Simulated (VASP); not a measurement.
Runs of VASP 6.6.1 on Ca. It takes space group Pm-3m (No. 221, cubic). The conventional cell has a = 3.489 Å, b = 3.489 Å, c = 3.489 Å, α = 90.00°, β = 90.00°, γ = 90.00°. Ca (site symmetry m-3m) has 6 Ca at 3.49 Å within 4.6 Å. 

| level | potentials or basis | k mesh | smearing | gap on the mesh (eV) | pressure (GPa) |
| --- | --- | --- | --- | --- | --- |
| RPBE | VASP PAW PBE potentials, release 64 (Ca_sv) | 8 × 8 × 8 | gaussian 0.05 eV | none | (a) |
| PBEsol | VASP PAW PBE potentials, release 64 (Ca_sv) | 7 × 7 × 7 | fermi-dirac 0.005 eV | none | -0.1 |
| PBEsol | VASP PAW PBE potentials, release 64 (Ca_sv) | 7 × 7 × 7 | fermi-dirac 0.05 eV | none | -0.2 |
| PBEsol | VASP PAW PBE potentials, release 64 (Ca_sv) | 7 × 7 × 7 | fermi-dirac 0.01 eV | none | -0.1 |
| LDA | VASP PAW LDA potentials, release 64 (Ca_sv) | 8 × 8 × 8 | gaussian 0.05 eV | none | -0.9 |
| PBEsol | VASP PAW PBE potentials, release 64 (Ca_sv) | 7 × 7 × 7 | fermi-dirac 0.025 eV | none | -0.2 |

Alike in all rows: task single point; no spin polarisation; cell as given; cutoff (eV) 520.

Task: Fill in the values left out.

Result: (a) 1.1.

Caveats: the PAW data sets were made with another functional, which shifts forces and pressure a little (some runs).

A gap of «none» marks levels without a gap at the run's occupations.
